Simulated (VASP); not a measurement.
# MgO2 (R-3m) in VASP: notebook

MgO2 is run at these levels: PBEsol; tasks: single point.

Everything below comes from runs of VASP 6.6.1. Logs are shortened: lines on timing, memory, paths and dates and some standing lists are left out, and cuts for length are marked.

**1. The cell of the first run**

The structure is trigonal, space group R-3m (No. 166). The conventional cell has a = 3.466 Å, b = 3.466 Å, c = 10.901 Å, α = 90.00°, β = 90.00°, γ = 120.00°. Within 3.0 Å of Mg (site symmetry -3m) lie 6 O at 2.26 Å. Within 2.1 Å of O (site symmetry 3m) lie 1 O at 1.55 Å.

**2. Single point, PBEsol (strain +0.080 along x and y, +0.040 along z)**

Contents of INCAR:

```
SYSTEM = MgO2
PREC = Accurate
ENCUT = 840
EDIFF = 1E-6
ISMEAR = 0
SIGMA = 0.05
LREAL = .FALSE.
LASPH = .TRUE.
NELM = 120
ALGO = Normal
ISIF = 2
LWAVE = .FALSE.
LCHARG = .FALSE.
GGA = PS
NBANDS = 18
GGA_COMPAT = .FALSE.
```

Contents of KPOINTS:

```
regular mesh
0
G
  12 12 12
  0 0 0
```

Contents of POSCAR:

```
MgO2
1.0
    1.7331418973      1.0006299410      3.6337380299
   -1.7331418973      1.0006299410      3.6337380299
    0.0000000000     -2.0012598819      3.6337380299
Mg O
1 2
Direct
    0.0000000000      0.0000000000      0.0000000000
    0.4287860000      0.4287860000      0.4287860000
    0.5712140000      0.5712140000      0.5712140000
```

Potentials or basis: VASP PAW PBE potentials, release 64 (Mg_sv, O).

Launch:

```
> cat potpaw_PBE.64/Mg_sv/POTCAR potpaw_PBE.64/O/POTCAR > POTCAR
> mpirun -np 1 vasp_std > vasp.out
```

OUTCAR:

```text
SYSTEM = MgO2
   PREC = Accurate
   ENCUT = 840
   EDIFF = 1E-6
   ISMEAR = 0
   LREAL = .FALSE.
   LASPH = .TRUE.
   NELM = 120
   ISIF = 2
   GGA = PS

 ion  position               nearest neighbor table
   1  0.000  0.000  0.000-
   2  0.429  0.429  0.429-   3 1.55
   3  0.571  0.571  0.571-   2 1.55

  LATTYP: Found a trigonal (rhomboedric) cell.
 ALAT       =     4.1483844066
 COS(alpha) =     0.6509077144

  Lattice vectors:

 A1 = (   1.7331418973,   1.0006299410,   3.6337380299)
 A2 = (  -1.7331418973,   1.0006299410,   3.6337380299)
 A3 = (   0.0000000000,  -2.0012598819,   3.6337380299)

Analysis of symmetry for initial positions (statically):
=====================================================================
 Subroutine PRICEL returns:
 Original cell was already a primitive cell.

 Routine SETGRP: Setting up the symmetry group for a
 trigonal (rhombohedral) supercell.

 Subroutine GETGRP returns: Found 12 space group operations
 (whereof 12 operations were pure point group operations)
 out of a pool of 12 trial point group operations.

The static configuration has the point symmetry D_3d.

Analysis of symmetry for dynamics (positions and initial velocities):
=====================================================================
 Subroutine PRICEL returns:
 Original cell was already a primitive cell.

 Routine SETGRP: Setting up the symmetry group for a
 trigonal (rhombohedral) supercell.

 Subroutine GETGRP returns: Found 12 space group operations
 (whereof 12 operations were pure point group operations)
 out of a pool of 12 trial point group operations.

The dynamic configuration has the point symmetry D_3d.

 Subroutine INISYM returns: Found 12 space group operations
 (whereof 12 operations are pure point group operations),
 and found     1 'primitive' translations

----------------------------------------------------------------------------------------

                                     Primitive cell

  volume of cell :      37.8105

  direct lattice vectors                    reciprocal lattice vectors
     1.733141897  1.000629941  3.633738030     0.288493401  0.166561743  0.091732902
    -1.733141897  1.000629941  3.633738030    -0.288493401  0.166561743  0.091732902
     0.000000000 -2.001259882  3.633738030     0.000000000 -0.333123485  0.091732902

[... 77 lines left out ...]
   ISTART =      0    job   : 0-new  1-cont  2-samecut
   ICHARG =      2    charge: 1-file 2-atom 10-const
   ISPIN  =      1    spin polarized calculation?
   LNONCOLLINEAR =      F non collinear calculations
   LSORBIT =      F    spin-orbit coupling
   LASPH  =      T    aspherical Exc in radial PAW
   ENCUT  =  840.0 eV  61.74 Ry    7.86 a.u.   9.80  9.80  9.80*2*pi/ulx,y,z
   NELM   =    120;   NELMIN=  2; NELMDL= -5     # of ELM steps
   EDIFF  = 0.1E-05   stopping-criterion for ELM
   LREAL  =      F    real-space projection
   EDIFFG = 0.1E-04   stopping-criterion for IOM
   NSW    =      0    number of steps for IOM
   IBRION =     -1    ionic relax: 0-MD 1-quasi-New 2-CG
   NFREE  =      0    steps in history (QN), initial steepest desc. (CG)
   ISIF   =      2    stress and relaxation
   ISYM   =      2    0-nonsym 1-usesym 2-fastsym
   POTIM  = 0.5000    time-step for ionic-motion
   TEBEG  =    0.0;   TEEND  =   0.0 temperature during run
   PSTRESS=    0.0 pullay stress
   NELECT =      22.0000    total number of electrons
   NUPDOWN=      -1.0000    fix difference up-down
   EMIN   =  10.00;   EMAX   =-10.00  energy-range for DOS
   EFERMI =   0.00;   METHOD = LEGACY
   ISMEAR =     0;   SIGMA  =   0.05  broadening in eV -4-tet -1-fermi 0-gaus
   EFERMI_NEDOS =   21; number of points for ismear=-14 and -15
   IALGO  =     38    algorithm
   IMIX   =      4    mixing-type and parameters
     AMIX     =   0.40;   BMIX     =  1.00
     AMIX_MAG =   1.60;   BMIX_MAG =  1.00
  volume/ion in A,a.u.               =      12.60        85.05
  Fermi-wavevector in a.u.,A,eV,Ry     =   1.366716  2.582718 25.414489  1.867912
  Thomas-Fermi vector in A             =   2.492832
   LORBIT       =      0    0 simple, 1 ext, 2 COOP (PROOUT), +10 PAW based schemes
   GGA     = PS    functional components
   LHFCALC =     F    Hartree Fock is set to
   AEXX    =    0.0000 exact exchange contribution
   IVDW    =     0    specifies the selected vdW correction
   LEPSILON=     F    determine dielectric tensor
   LRPA    =     F    only Hartree local field effects (RPA)
 non-spin polarized calculation
 Gauss-broadening in eV      SIGMA  =   0.05
  energy-cutoff  :      840.00
  volume of cell :       37.81
 maximum number of plane-waves:      2112
   NGX = 19   NGY = 19   NGZ = 19

 number of electron      22.0000006 magnetization

 Free energy of the ion-electron system (eV)
  ---------------------------------------------------
  ext. energy  EPLUGINS =         0.00000000
  ---------------------------------------------------
  free energy    TOTEN  =       -16.67353616 eV

  energy without entropy =      -16.67353616  energy(sigma->0) =      -16.67353616

 E-fermi :   1.4379     XC(G=0):  -9.6735

 val. band max:        1.1229936048   @ k =   0.5000   0.5000   0.5000
 cond. band min:       2.7522871885   @ k =   0.5000   0.5000   0.5000
 fundamental gap:      1.6292935837
 Fermi energy:         1.4378787100

 k-point     1 :       0.0000    0.0000    0.0000
  band No.  band energies     occupation
      1     -72.6985      2.00000
      2     -39.6699      2.00000
      3     -39.6309      2.00000
      4     -39.6309      2.00000
      5     -18.9423      2.00000
      6     -13.2110      2.00000
[... 481 lines left out ...]
      5     -18.5930      2.00000
      6     -13.4745      2.00000
[... 10 lines left out ...]
     17      14.3218      0.00000
     18      16.2934      0.00000

 [... further k-points ...]
[... 5 lines left out ...]
  --------------------------------------------------------------------------------------
  -------------------------------------------------------------------------------------
  Total       -4.2208931     -4.2208931     -4.7700438      0.0000000     -0.0000000      0.0000000
  in kB     -178.8555638   -178.8555638   -202.1252041      0.0000000     -0.0000000      0.0000000
  external PRESSURE =    -186.6121106 kB  Pullay stress =       0.0000000 kB

 VOLUME and BASIS-vectors are now :
 -----------------------------------------------------------------------------
  energy-cutoff  :      840.00
  volume of cell :       37.81
      direct lattice vectors                 reciprocal lattice vectors
     1.733141897  1.000629941  3.633738030     0.288493401  0.166561743  0.091732902
    -1.733141897  1.000629941  3.633738030    -0.288493401  0.166561743  0.091732902
     0.000000000 -2.001259882  3.633738030     0.000000000 -0.333123485  0.091732902

 POSITION                                       TOTAL-FORCE (eV/Angst)
 -----------------------------------------------------------------------------------
      0.00000      0.00000      0.00000         0.000000      0.000000     -0.000000
      0.00000      0.00000      4.67429        -0.000000      0.000000      0.430581
      0.00000      0.00000      6.22693        -0.000000     -0.000000     -0.430581
 -----------------------------------------------------------------------------------
    total drift:                                0.000000     -0.000000      0.000000

  FREE ENERGIE OF THE ION-ELECTRON SYSTEM (eV)
  ---------------------------------------------------
  free  energy   TOTEN  =       -16.6735361561 eV

  energy  without entropy=      -16.6735361561  energy(sigma->0) =      -16.67353616
```

Run time: 1.9 min. Hardware: 1 thread of Intel Xeon 6975P-C (Granite Rapids), shared host; peak memory 0.4 GiB.

Results:

```
Free energy            : -16.6735 eV
Pressure               : -18.7 GPa
Largest force          : 0.431 eV/Å
Band gap on the k mesh : 1.63 eV
```

Forces on the atoms (eV/Å):
```
Mg   0.000  0.000  0.000
O    0.000  0.000  0.431
O    0.000  0.000 -0.431
```

Stress tensor (GPa, compression positive):
```
-17.89   0.00   0.00
  0.00 -17.89   0.00
  0.00   0.00 -20.21
```

Caveat: the cell differs from its parent crystal (strain +0.080 along x and y, +0.040 along z); the cell stands under tension; the PAW data sets were made with another functional, which shifts forces and pressure a little. A k mesh can miss the band edges.

**3. Single point, PBEsol (strain +0.040 along x and y, +0.000 along z)**

Contents of INCAR:

```
ALGO = Normal
EDIFF = 1E-6
ENCUT = 840
GGA = PS
GGA_COMPAT = False
ISIF = 2
ISMEAR = 0
LASPH = True
LCHARG = True
LELF = True
LREAL = False
LVHAR = True
LWAVE = False
NBANDS = 18
NELM = 120
PREC = Accurate
SIGMA = 0.05
```

Contents of KPOINTS:

```
k-points
0
Gamma
  12 12 12
```

Contents of POSCAR:

```
MgO2
1.0
    1.6689514567      0.9635695728      3.4939788749
   -1.6689514567      0.9635695728      3.4939788749
    0.0000000000     -1.9271391455      3.4939788749
Mg O
1 2
Direct
    0.0000000000      0.0000000000      0.0000000000
    0.4287860000      0.4287860000      0.4287860000
    0.5712140000      0.5712140000      0.5712140000
```

Potentials or basis: VASP PAW PBE potentials, release 64 (Mg_sv, O).

Launch:

```
> cat potpaw_PBE.64/Mg_sv/POTCAR potpaw_PBE.64/O/POTCAR > POTCAR
> mpirun -np 1 vasp_std > vasp.out
```

It took 3.8 min on 1 thread of Intel Xeon Platinum 8559C (Emerald Rapids), shared host; peak memory 0.37 GiB.

The run converged. Its results:

```yaml
Free_energy: -17.0532 eV
Pressure: -10.7 GPa
Largest_force: 0.229 eV/Å
Band_gap_on_the_k_mesh: 2.28 eV
```

Forces in eV/Å, atoms in the order of the input:
```
Mg   0.000  0.000  0.000
O    0.000  0.000 -0.229
O    0.000  0.000  0.229
```

Stress tensor (GPa, compression positive):
```
-12.68   0.00   0.00
  0.00 -12.68   0.00
  0.00   0.00  -6.63
```

Levels at points of the mesh, in eV from the valence-band top:
| k point | band 7 | band 8 | band 9 | band 10 | band 11 | band 12 | band 13 | band 14 | band 15 | band 16 |
| --- | --- | --- | --- | --- | --- | --- | --- | --- | --- | --- |
| (0.00, 0.00, 0.00) | -7.38 | -3.38 | -3.38 | -0.77 | -0.77 | 3.83 | 4.80 | 11.60 | 13.49 | 13.90 |
| (0.50, 0.00, 0.00) | -6.45 | -5.81 | -3.64 | -1.21 | -0.91 | 4.19 | 7.89 | 9.01 | 11.84 | 13.22 |
| (0.50, 0.50, 0.00) | -5.85 | -5.13 | -4.33 | -1.98 | -0.05 | 3.54 | 7.11 | 9.99 | 11.49 | 12.06 |
| (0.50, 0.50, 0.50) | -4.86 | -3.87 | -3.87 | 0.00 | 0.00 | 2.28 | 4.41 | 8.64 | 12.99 | 12.99 |

Caveat: the cell differs from its parent crystal (strain +0.040 along x and y, +0.000 along z); the stress differs along the axes, from -13 to -7 GPa; the PAW data sets were made with another functional, which shifts forces and pressure a little.

**4. Single point, PBEsol (strain -0.080 along x and y, +0.000 along z)**

Contents of INCAR:

```
SYSTEM = MgO2
  PREC = Accurate
  ENCUT = 840
  EDIFF = 1E-6
  ISMEAR = 0
  SIGMA = 0.05
  LREAL = .FALSE.
  LASPH = .TRUE.
  NELM = 120
  ALGO = Normal
  ISIF = 2
  LWAVE = .FALSE.
  LCHARG = .TRUE.
  GGA = PS
  LELF = .TRUE.
  LVHAR = .TRUE.
  NBANDS = 18
  GGA_COMPAT = .FALSE.
```

Contents of KPOINTS:

```
regular mesh
0
G
  12 12 12
  0 0 0
```

Contents of POSCAR:

```
MgO2
1.0
    1.4763801347      0.8523884682      3.4939788749
   -1.4763801347      0.8523884682      3.4939788749
    0.0000000000     -1.7047769364      3.4939788749
Mg O
1 2
Direct
    0.0000000000      0.0000000000      0.0000000000
    0.4287860000      0.4287860000      0.4287860000
    0.5712140000      0.5712140000      0.5712140000
```

Launch:

```
> cat potpaw_PBE.64/Mg_sv/POTCAR potpaw_PBE.64/O/POTCAR > POTCAR
> mpirun -np 1 vasp_std > vasp.out
```

It took 3.8 min on 1 thread of Intel Xeon Platinum 8488C (Sapphire Rapids), shared host; peak memory 0.34 GiB.

The run converged. Its results:

```
Free energy            : -16.8716 eV
Pressure               : 18.8 GPa
Largest force          : 1.530 eV/Å
Band gap on the k mesh : 1.86 eV
```

Forces in eV/Å, atoms in the order of the input:
```
Mg   0.000  0.000  0.000
O    0.000  0.000  1.530
O    0.000  0.000 -1.530
```

Stress tensor (GPa, compression positive):
```
28.35  0.00  0.00
 0.00 28.35  0.00
 0.00  0.00 -0.25
```

Levels at points of the mesh, in eV from the valence-band top:
```
           k point  band 7  band 8  band 9  band 10  band 11  band 12  band 13  band 14  band 15  band 16
(0.00, 0.00, 0.00)   -8.53   -3.18   -3.18    -0.92    -0.92     4.64     6.00    12.90    14.47    16.38
(0.50, 0.00, 0.00)   -7.25   -6.74   -3.75    -1.73    -1.38     3.80     9.80    12.66    13.91    14.51
(0.50, 0.50, 0.00)   -6.56   -6.05   -4.35    -2.73    -0.36     3.15     8.86    12.96    13.85    14.03
(0.50, 0.50, 0.50)   -5.24   -3.78   -3.78     0.00     0.00     1.86     6.03    10.85    16.51    16.51
```

Caveat: the cell differs from its parent crystal (strain -0.080 along x and y, +0.000 along z); the stress differs along the axes, from -0 to 28 GPa; the PAW data sets were made with another functional, which shifts forces and pressure a little.

**5. Single point, PBEsol (strain -0.040 along x and y, -0.040 along z)**

Contents of INCAR:

```
SYSTEM = MgO2
PREC = Accurate
ENCUT = 840
EDIFF = 1E-6
ISMEAR = 0
SIGMA = 0.05
LREAL = .False.
LASPH = .True.
NELM = 120
ALGO = Normal
ISIF = 2
LWAVE = .False.
LCHARG = .False.
GGA = PS
NBANDS = 18
GGA_COMPAT = .False.
```

Contents of KPOINTS:

```
regular mesh
0
Gamma
  12 12 12
  0 0 0
```

Contents of POSCAR:

```
MgO2
1.0
    1.5405705754      0.8894488364      3.3542197199
   -1.5405705754      0.8894488364      3.3542197199
    0.0000000000     -1.7788976728      3.3542197199
Mg O
1 2
Direct
    0.0000000000      0.0000000000      0.0000000000
    0.4287860000      0.4287860000      0.4287860000
    0.5712140000      0.5712140000      0.5712140000
```

Launch:

```
> cat potpaw_PBE.64/Mg_sv/POTCAR potpaw_PBE.64/O/POTCAR > POTCAR
> mpirun -np 1 vasp_std > vasp.out
```

It took 2.2 min on 1 thread of Intel Xeon Platinum 8559C (Emerald Rapids), shared host; peak memory 0.31 GiB.

The run converged. Its results:

```
Free energy            : -17.0822 eV
Pressure               : 14.9 GPa
Largest force          : 0.496 eV/Å
Band gap on the k mesh : 2.99 eV
```

Forces in eV/Å, atoms in the order of the input:
```
Mg   0.000  0.000  0.000
O    0.000  0.000 -0.496
O    0.000  0.000  0.496
```

Stress tensor (GPa, compression positive):
```
11.54  0.00  0.00
 0.00 11.54  0.00
 0.00  0.00 21.66
```

Levels at points of the mesh, in eV from the valence-band top:
```csv
k point,band 7,band 8,band 9,band 10,band 11,band 12,band 13,band 14,band 15,band 16
"(0.00, 0.00, 0.00)",-8.62,-3.85,-3.85,-1.01,-1.01,4.90,5.41,13.06,14.87,15.08
"(0.50, 0.00, 0.00)",-7.42,-6.95,-4.28,-1.46,-1.30,4.74,8.89,11.11,13.27,15.15
"(0.50, 0.50, 0.00)",-6.69,-6.22,-4.99,-2.43,-0.20,4.16,7.78,11.62,13.59,13.78
"(0.50, 0.50, 0.50)",-5.33,-4.47,-4.47,0.00,0.00,2.99,4.87,10.54,14.80,14.80
```

Caveat: the cell differs from its parent crystal (strain -0.040 along x and y, -0.040 along z); the stress differs along the axes, from 12 to 22 GPa; the PAW data sets were made with another functional, which shifts forces and pressure a little. A k mesh can miss the band edges.

**6. Summary**

| cell | gap on the mesh (eV) | pressure (GPa) | largest force (eV/Å) |
| --- | --- | --- | --- |
| a = 4.148 Å, angles 49.4°, 3 atoms | 1.63 | -18.7 | 0.43 |
| a = 3.990 Å, angles 49.4°, 3 atoms | 2.28 | -10.7 | 0.23 |
| a = 3.888 Å, angles 44.6°, 3 atoms | 1.86 | 18.8 | 1.53 |
| a = 3.797 Å, angles 47.9°, 3 atoms | 2.99 | 14.9 | 0.50 |

Alike in all rows: task single point; level PBEsol; potentials or basis VASP PAW PBE potentials, release 64 (Mg_sv, O); no spin polarisation; k mesh 12 × 12 × 12; cutoff (eV) 840; smearing gaussian 0.05 eV.

Caveats: the PAW data sets were made with another functional, which shifts forces and pressure a little; the cell stands under tension (at least some runs); the stress differs along the axes, from -13 to -7 GPa (at least some runs); the stress differs along the axes, from -0 to 28 GPa (at least some runs); the stress differs along the axes, from 12 to 22 GPa (at least some runs).

Total energies depend on the potentials used, so only differences within one code and one set of settings carry meaning.
